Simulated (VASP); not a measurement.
# InSbO2 (P6/mmm) in VASP: notebook

The runs below take InSbO2 through single point, relaxation of cell and atoms, with PBE.

Everything below comes from runs of VASP 6.6.1. Logs are shortened: lines on timing, memory, paths and dates and some standing lists are left out, and cuts for length are marked.

### 1 The cell of the first run

It takes space group P6/mmm (No. 191, hexagonal). Conventional cell: a = 3.443 Å, b = 3.443 Å, c = 8.047 Å, α = 90.00°, β = 90.00°, γ = 120.00°. Within 2.7 Å of In (site symmetry 6/mmm) lie 2 O at 2.03 Å. Within 2.6 Å of Sb (site symmetry 6/mmm) lie 2 O at 2.00 Å. O (site symmetry 6mm) has 1 Sb at 2.00 Å and 1 In at 2.03 Å within 2.6 Å.

The cell was generated, and may not be a known phase.

### 2 Single point, PBE

The input, INCAR:

```
SYSTEM = InSbO2
PREC = Accurate
ENCUT = 520
EDIFF = 1E-6
ISMEAR = 0
SIGMA = 0.1
LREAL = .False.
LASPH = .True.
NELM = 60
ALGO = Normal
ISIF = 2
LWAVE = .False.
LCHARG = .False.
GGA = PE
NBANDS = 23
```

The input, KPOINTS:

```
regular mesh
0
Gamma
  18 18 6
  0 0 0
```

The input, POSCAR:

```
InSbO2
1.0
    3.4427320483      0.0000000000      0.0000000000
   -1.7213660242      2.9814934122      0.0000000000
    0.0000000000      0.0000000000      8.0472457676
In Sb O
1 1 2
Direct
    0.0000000000      0.0000000000      0.0000000000
    0.0000000000      0.0000000000      0.5000000000
    0.0000000000      0.0000000000      0.2519816494
    0.0000000000      0.0000000000      0.7480183506
```

Potentials or basis: VASP PAW PBE potentials, release 64 (In_d, Sb, O).

Command:

```sh
> cat potpaw_PBE.64/In_d/POTCAR potpaw_PBE.64/Sb/POTCAR potpaw_PBE.64/O/POTCAR > POTCAR
> mpirun -np 1 vasp_std > vasp.out
```

OUTCAR:

```text
SYSTEM = InSbO2
   PREC = Accurate
   ENCUT = 520
   EDIFF = 1E-6
   ISMEAR = 0
   LREAL = .False.
   LASPH = .True.
   NELM = 60
   ISIF = 2
   GGA = PE

 ion  position               nearest neighbor table
   1  0.000  0.000  0.000-   3 2.03   4 2.03
   2  0.000  0.000  0.500-   3 2.00   4 2.00
   3  0.000  0.000  0.252-   2 2.00   1 2.03
   4  0.000  0.000  0.748-   2 2.00   1 2.03

  LATTYP: Found a hexagonal cell.
 ALAT       =     3.4427320483
 C/A-ratio  =     2.3374592198

  Lattice vectors:

 A1 = (   3.4427320483,   0.0000000000,   0.0000000000)
 A2 = (  -1.7213660242,   2.9814934122,   0.0000000000)
 A3 = (   0.0000000000,   0.0000000000,   8.0472457676)

Analysis of symmetry for initial positions (statically):
=====================================================================
 Subroutine PRICEL returns:
 Original cell was already a primitive cell.

 Routine SETGRP: Setting up the symmetry group for a
 hexagonal supercell.

 Subroutine GETGRP returns: Found 24 space group operations
 (whereof 24 operations were pure point group operations)
 out of a pool of 24 trial point group operations.

The static configuration has the point symmetry D_6h.

Analysis of symmetry for dynamics (positions and initial velocities):
=====================================================================
 Subroutine PRICEL returns:
 Original cell was already a primitive cell.

 Routine SETGRP: Setting up the symmetry group for a
 hexagonal supercell.

 Subroutine GETGRP returns: Found 24 space group operations
 (whereof 24 operations were pure point group operations)
 out of a pool of 24 trial point group operations.

The dynamic configuration has the point symmetry D_6h.

 Subroutine INISYM returns: Found 24 space group operations
 (whereof 24 operations are pure point group operations),
 and found     1 'primitive' translations

----------------------------------------------------------------------------------------

                                     Primitive cell

  volume of cell :      82.6008

  direct lattice vectors                    reciprocal lattice vectors
     3.442732048  0.000000000  0.000000000     0.290466986  0.167701192  0.000000000
    -1.721366024  2.981493412  0.000000000     0.000000000  0.335402385  0.000000000
[... 87 lines left out ...]
   ENCUT  =  520.0 eV  38.22 Ry    6.18 a.u.   6.40  6.40 14.96*2*pi/ulx,y,z
   NELM   =     60;   NELMIN=  2; NELMDL= -5     # of ELM steps
   EDIFF  = 0.1E-05   stopping-criterion for ELM
   LREAL  =      F    real-space projection
   EDIFFG = 0.1E-04   stopping-criterion for IOM
   NSW    =      0    number of steps for IOM
   IBRION =     -1    ionic relax: 0-MD 1-quasi-New 2-CG
   NFREE  =      0    steps in history (QN), initial steepest desc. (CG)
   ISIF   =      2    stress and relaxation
   ISYM   =      2    0-nonsym 1-usesym 2-fastsym
   POTIM  = 0.5000    time-step for ionic-motion
   TEBEG  =    0.0;   TEEND  =   0.0 temperature during run
   PSTRESS=    0.0 pullay stress
   NELECT =      30.0000    total number of electrons
   NUPDOWN=      -1.0000    fix difference up-down
   EMIN   =  10.00;   EMAX   =-10.00  energy-range for DOS
   EFERMI =   0.00;   METHOD = LEGACY
   ISMEAR =     0;   SIGMA  =   0.10  broadening in eV -4-tet -1-fermi 0-gaus
   EFERMI_NEDOS =   21; number of points for ismear=-14 and -15
   IALGO  =     38    algorithm
   IMIX   =      4    mixing-type and parameters
     AMIX     =   0.40;   BMIX     =  1.00
     AMIX_MAG =   1.60;   BMIX_MAG =  1.00
  volume/ion in A,a.u.               =      20.65       139.35
  Fermi-wavevector in a.u.,A,eV,Ry     =   1.168029  2.207256 18.562331  1.364293
  Thomas-Fermi vector in A             =   2.304522
   LORBIT       =      0    0 simple, 1 ext, 2 COOP (PROOUT), +10 PAW based schemes
   GGA     = PE    functional components
   LHFCALC =     F    Hartree Fock is set to
   AEXX    =    0.0000 exact exchange contribution
   IVDW    =     0    specifies the selected vdW correction
   LEPSILON=     F    determine dielectric tensor
   LRPA    =     F    only Hartree local field effects (RPA)
 non-spin polarized calculation
 Gauss-broadening in eV      SIGMA  =   0.10
  energy-cutoff  :      520.00
  volume of cell :       82.60
 maximum number of plane-waves:      2248
 NGX is ok and might be reduce to    28
   NGX = 13   NGY = 13   NGZ = 29

 number of electron      30.0000002 magnetization

 Free energy of the ion-electron system (eV)
  ---------------------------------------------------
  ext. energy  EPLUGINS =         0.00000000
  ---------------------------------------------------
  free energy    TOTEN  =       -18.56040948 eV

  energy without entropy =      -18.55650736  energy(sigma->0) =      -18.55845842

 E-fermi :   4.0617     XC(G=0):  -9.3107

 val. band max:        4.0573132232   @ k =   0.0556   0.0000   0.1667
 cond. band min:       4.1000678671   @ k =   0.2778   0.2222   0.5000
 fundamental gap:      0.0427546439
 Fermi energy:         4.0616593666

 k-point     1 :       0.0000    0.0000    0.0000
  band No.  band energies     occupation
      1     -14.0846      2.00000
      2     -13.5076      2.00000
      3     -10.1635      2.00000
      4     -10.1635      2.00000
      5      -9.8827      2.00000
      6      -9.8074      2.00000
[... 613 lines left out ...]
     22      12.8665      0.00000
     23      13.6648      0.00000

 [... further k-points ...]

------------------------ aborting loop because EDIFF is reached ----------------------------------------

  FORCE on cell =-STRESS in cart. coord.  units (eV):
  Direction    XX          YY          ZZ          XY          YZ          ZX
  --------------------------------------------------------------------------------------
  -------------------------------------------------------------------------------------
  Total       -0.0479498     -0.0479498      0.2813359      0.0000000     -0.0000000      0.0000000
  in kB       -0.9300635     -0.9300635      5.4569673      0.0000000     -0.0000000      0.0000000
  external PRESSURE =       1.1989467 kB  Pullay stress =       0.0000000 kB

 VOLUME and BASIS-vectors are now :
 -----------------------------------------------------------------------------
  energy-cutoff  :      520.00
  volume of cell :       82.60
      direct lattice vectors                 reciprocal lattice vectors
     3.442732048  0.000000000  0.000000000     0.290466986  0.167701192  0.000000000
    -1.721366024  2.981493412  0.000000000     0.000000000  0.335402385  0.000000000
     0.000000000  0.000000000  8.047245768     0.000000000  0.000000000  0.124266119

 POSITION                                       TOTAL-FORCE (eV/Angst)
 -----------------------------------------------------------------------------------
      0.00000      0.00000      0.00000        -0.000000      0.000000      0.000000
      0.00000      0.00000      4.02362        -0.000000      0.000000      0.000000
      0.00000      0.00000      2.02776        -0.000000     -0.000000     -0.000961
      0.00000      0.00000      6.01949         0.000000      0.000000      0.000961
 -----------------------------------------------------------------------------------
    total drift:                               -0.000000     -0.000000     -0.000000

  FREE ENERGIE OF THE ION-ELECTRON SYSTEM (eV)
  ---------------------------------------------------
  free  energy   TOTEN  =       -18.5604094787 eV

  energy  without entropy=      -18.5565073642  energy(sigma->0) =      -18.55845842
```

OSZICAR:

```text
N       E                     dE             d eps       ncg     rms          rms(c)
DAV:   1     0.279212071410E+03    0.27921E+03   -0.13441E+04  6808   0.138E+03
DAV:   2     0.115936450195E+02   -0.26762E+03   -0.24714E+03  7726   0.375E+02
DAV:   3    -0.225119693254E+02   -0.34106E+02   -0.33221E+02  8550   0.130E+02
DAV:   4    -0.237610316453E+02   -0.12491E+01   -0.12470E+01  7752   0.281E+01
DAV:   5    -0.238118407289E+02   -0.50809E-01   -0.50802E-01  9848   0.556E+00    0.139E+01
DAV:   6    -0.190976546721E+02    0.47142E+01   -0.28889E+01  9755   0.428E+01    0.898E+00
DAV:   7    -0.186371892624E+02    0.46047E+00   -0.31509E+00  7631   0.119E+01    0.282E+00
DAV:   8    -0.185707639975E+02    0.66425E-01   -0.45581E-01  8250   0.414E+00    0.934E-01
DAV:   9    -0.185598914178E+02    0.10873E-01   -0.41497E-02  8809   0.154E+00    0.394E-01
DAV:  10    -0.185604530841E+02   -0.56167E-03   -0.94335E-03  9313   0.710E-01    0.199E-01
DAV:  11    -0.185604182893E+02    0.34795E-04   -0.17324E-03  9846   0.278E-01    0.381E-02
DAV:  12    -0.185604125734E+02    0.57159E-05   -0.20106E-04  8614   0.969E-02    0.189E-02
DAV:  13    -0.185604110185E+02    0.15549E-05   -0.20980E-05  8144   0.305E-02    0.439E-03
DAV:  14    -0.185604096479E+02    0.13706E-05   -0.14083E-06  6829   0.807E-03    0.274E-03
DAV:  15    -0.185604094787E+02    0.16916E-06   -0.33841E-07  4503   0.457E-03
   1 F= -.18560409E+02 E0= -.18558458E+02  d E =-.390211E-02
```

Run time: 3.6 min. Hardware: 1 thread of Intel Xeon Platinum 8259CL at 2.50GHz (Skylake/Cascade Lake), shared host; peak memory 0.41 GiB.

What came out:

- Free energy: -18.5604 eV
- Pressure: 0.1 GPa
- Band gap on the k mesh: zero (bands 15 and 16 overlap by 1.15 eV)

Levels at points of the mesh, in eV from the Fermi level:
```
           k point  band 11  band 12  band 13  band 14  band 15  band 16  band 17  band 18  band 19  band 20
(0.00, 0.00, 0.00)    -1.74    -1.74    -1.24    -1.24     0.44     3.12     5.35     5.35     7.22     8.31
(0.50, 0.00, 0.00)    -2.68    -2.60    -2.16    -1.94    -1.50     0.84     2.55     3.09     6.67     6.96
(0.00, 0.00, 0.50)    -1.81    -1.55    -1.55    -1.45    -1.45     4.79     5.42     5.43     5.43     9.90
(0.50, 0.00, 0.50)    -3.37    -1.95    -1.76    -1.17    -0.93     0.38     0.98     3.21     6.90     7.01
```

Caveat: spin-orbit coupling is left out, which moves the levels of the heavy elements.

### 3 Relaxation of cell and atoms, PBE

This run uses another cell than the first one, of 20.72 Å³/atom.

The input, INCAR:

```
SYSTEM = InSbO2
PREC = Accurate
ENCUT = 600
EDIFF = 1E-6
ISMEAR = 0
SIGMA = 0.1
LREAL = .False.
LASPH = .True.
NELM = 60
ALGO = Normal
ISIF = 3
LWAVE = .False.
LCHARG = .False.
GGA = PE
IBRION = 2
NSW = 100
EDIFFG = -0.01
```

KPOINTS is that of step 2.

The input, POSCAR:

```
InSbO2
1.0
    3.4508621453      0.0000000000      0.0000000000
   -1.7254310727      2.9885342828      0.0000000000
    0.0000000000      0.0000000000      8.0370932800
In Sb O
1 1 2
Direct
    0.0000000000      0.0000000000      0.0000000000
    0.0000000000      0.0000000000      0.5000000000
    0.0000000000      0.0000000000      0.2499354225
    0.0000000000      0.0000000000      0.7500645775
```

Potentials or basis: VASP PAW PBE potentials, release 64 (In_d, Sb, O).

Command:

```sh
> cat potpaw_PBE.64/In_d/POTCAR potpaw_PBE.64/Sb/POTCAR potpaw_PBE.64/O/POTCAR > POTCAR
> mpirun -np 1 vasp_std > vasp.out
```

OUTCAR:

```text
SYSTEM = InSbO2
   PREC = Accurate
   ENCUT = 600
   EDIFF = 1E-6
   ISMEAR = 0
   LREAL = .False.
   LASPH = .True.
   NELM = 60
   ISIF = 3
   GGA = PE
   IBRION = 2
   NSW = 100
   EDIFFG = -0.01

 ion  position               nearest neighbor table
   1  0.000  0.000  0.000-   3 2.01   4 2.01
   2  0.000  0.000  0.500-   3 2.01   4 2.01
   3  0.000  0.000  0.250-   1 2.01   2 2.01
   4  0.000  0.000  0.750-   1 2.01   2 2.01

  LATTYP: Found a hexagonal cell.
 ALAT       =     3.4508621453
 C/A-ratio  =     2.3290102420

  Lattice vectors:

 A1 = (   3.4508621453,   0.0000000000,   0.0000000000)
 A2 = (  -1.7254310727,   2.9885342828,   0.0000000000)
 A3 = (   0.0000000000,   0.0000000000,   8.0370932800)

Analysis of symmetry for initial positions (statically):
=====================================================================
 Subroutine PRICEL returns:
 Original cell was already a primitive cell.

 Routine SETGRP: Setting up the symmetry group for a
 hexagonal supercell.

 Subroutine GETGRP returns: Found 24 space group operations
 (whereof 24 operations were pure point group operations)
 out of a pool of 24 trial point group operations.

[... 175 lines left out ...]
  -------------------------------------------------------------------------------------
  Total       -0.1016301     -0.1016301      0.3711325      0.0000000     -0.0000000      0.0000000
  in kB       -1.9644816     -1.9644816      7.1738903      0.0000000     -0.0000000      0.0000000
  external PRESSURE =       1.0816424 kB  Pullay stress =       0.0000000 kB
[... 253 lines left out ...]
--------------------------------------- Ionic step        8  -------------------------------------------

 number of electron      30.0000005 magnetization

 Free energy of the ion-electron system (eV)
  ---------------------------------------------------
  ext. energy  EPLUGINS =         0.00000000
  ---------------------------------------------------
  free energy    TOTEN  =       -18.56452889 eV

  energy without entropy =      -18.56064519  energy(sigma->0) =      -18.56258704

 E-fermi :   4.0872     XC(G=0):  -9.3327

 val. band max:        4.0822171214   @ k =   0.1667   0.0556   0.0000
 cond. band min:       4.1313755284   @ k =   0.1111   0.1111   0.0000
 fundamental gap:      0.0491584070
 Fermi energy:         4.0871876436

 k-point     1 :       0.0000    0.0000    0.0000
  band No.  band energies     occupation
      1     -14.0361      2.00000
      2     -13.4619      2.00000
      3     -10.1310      2.00000
      4     -10.1310      2.00000
      5      -9.8517      2.00000
      6      -9.7707      2.00000
[... 505 lines left out ...]
      6      -9.8080      2.00000
[... 11 lines left out ...]
     18       7.1000      0.00000
     19       9.7889      0.00000

 [... further k-points ...]

------------------------ aborting loop because EDIFF is reached ----------------------------------------

  FORCE on cell =-STRESS in cart. coord.  units (eV):
  Direction    XX          YY          ZZ          XY          YZ          ZX
  --------------------------------------------------------------------------------------
  -------------------------------------------------------------------------------------
  Total        0.0166988      0.0166988     -0.0285767     -0.0000000     -0.0000000     -0.0000000
  in kB        0.3253148      0.3253148     -0.5567135     -0.0000000     -0.0000000     -0.0000000
  external PRESSURE =       0.0313054 kB  Pullay stress =       0.0000000 kB
[... 19 lines left out ...]
  FREE ENERGIE OF THE ION-ELECTRON SYSTEM (eV)
  ---------------------------------------------------
  free  energy   TOTEN  =       -18.5645288896 eV

  energy  without entropy=      -18.5606451923  energy(sigma->0) =      -18.56258704

 reached required accuracy - stopping structural energy minimisation
```

It took 14 min on 1 thread of Intel Xeon Platinum 8259CL at 2.50GHz (Skylake/Cascade Lake), shared host; peak memory 0.47 GiB.

Results:

| Quantity | Value |
| --- | --- |
| Free energy | -18.5645 eV |
| Relaxed volume | 20.56 Å³/atom |
| Relaxed cell | a = 3.434 Å, b = 3.434 Å, c = 8.054 Å, α = 90.00°, β = 90.00°, γ = 120.00° |
| Space group after relaxing (to 0.1 Å) | P6/mmm (No. 191) |
| Energy gained by relaxing | 1.4 meV/atom |
| Ionic steps | 8 |
| Pressure after relaxing | 0.0 GPa |
| Band gap on the k mesh | zero (bands 15 and 16 overlap by 1.15 eV) |

Stress tensor (GPa, compression positive):
```
 0.03  0.00  0.00
 0.00  0.03  0.00
 0.00  0.00 -0.06
```

The path:
| step | energy change (eV) | largest force (eV/Å) | pressure (GPa) | volume (Å³) |
| --- | --- | --- | --- | --- |
| 1 | 0.0000 | 0.2719 | 0.11 | 82.89 |
| 2 | -0.0039 | 0.0843 | -0.61 | 83.05 |
| 3 | -0.0040 | 0.1037 | -0.53 | 83.04 |
| 4 | -0.0039 | 0.1359 | 0.34 | 82.47 |
| 5 | -0.0053 | 0.0112 | -0.10 | 82.75 |
| 6 | -0.0053 | 0.0080 | -0.10 | 82.76 |
| 7 | -0.0054 | 0.0058 | -0.10 | 82.63 |
| 8 | -0.0055 | 0.0012 | 0.00 | 82.24 |

Final structure:
```
In Sb O
1.0
     3.43380    0.00000    0.00000
    -1.71690    2.97376    0.00000
     0.00000    0.00000    8.05397
In Sb O
1 1 2
Direct
  0.00000 0.00000 0.00000
  0.00000 0.00000 0.50000
  0.00000 0.00000 0.25208
  0.00000 0.00000 0.74792
```

Levels at points of the mesh, in eV from the Fermi level:
```tsv
k point	band 11	band 12	band 13	band 14	band 15	band 16	band 17	band 18	band 19
(0.00, 0.00, 0.00)	-1.70	-1.70	-1.21	-1.21	0.44	3.11	5.41	5.41	7.21
(0.50, 0.00, 0.00)	-2.67	-2.59	-2.13	-1.95	-1.47	0.83	2.55	3.12	6.69
(0.00, 0.00, 0.50)	-1.82	-1.52	-1.52	-1.42	-1.42	4.78	5.43	5.49	5.49
(0.50, 0.00, 0.50)	-3.36	-1.92	-1.73	-1.16	-0.94	0.37	0.98	3.24	6.95
```

Caveat: spin-orbit coupling is left out, which moves the levels of the heavy elements.

The gap in the log of VASP goes by the Fermi energy; the results here count the filled bands.